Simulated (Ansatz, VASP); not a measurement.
**One calculation of Sb3Pd, two programs**

```xyz
8
Lattice="6.5852 0.0000 0.0000 -3.2926 5.7029 0.0000 0.0000 0.0000 5.2856" Properties=species:S:1:pos:R:3 pbc="T T T"
Sb    3.2926    3.7982    1.3214
Sb   -1.6430    4.7505    3.9642
Sb    1.6496    0.9524    1.3214
Sb    0.0000    1.9048    3.9642
Sb    4.9356    0.9524    1.3214
Sb    1.6430    4.7505    3.9642
Pd    0.0000    3.8020    1.3214
Pd    3.2926    1.9010    3.9642
```

Alike in both runs: task relaxation of cell and atoms; functional PBE; k mesh 3 × 3 × 4; occupations gaussian, width 0.1 eV; no spin polarisation.

|  | VASP | Ansatz |
| --- | --- | --- |
| version | VASP 6.6.1 | Ansatz 0.2.0 |
| potentials or method | VASP PAW PBE potentials, release 64 (Sb, Pd), cutoff 600 eV | scalar-relativistic, plane waves, PAW |
| valence electrons in the cell | 50 | 126 |

Ansatz gave:

```
gap on the k mesh at the Fermi level, each at its own relaxed structure (eV) : none
relaxed volume (Å³/atom)                                                     : 26.26
relaxed cell length with the largest relative difference (Å)                 : 3.502
```

Question: Which values does VASP return?

Answer: gap on the k mesh at the Fermi level, each at its own relaxed structure (eV): none; relaxed volume (Å³/atom): 24.17; relaxed cell length with the largest relative difference (Å): 5.915.

A gap of «none» marks a metal or a gap that the smearing closes. VASP's potentials hold 50 valence electrons a cell and Ansatz's 126, so a difference there can come from the potentials and not from the codes.

The k mesh is coarse, so the values compare programs but aren't converged. Spin-orbit coupling is off throughout.
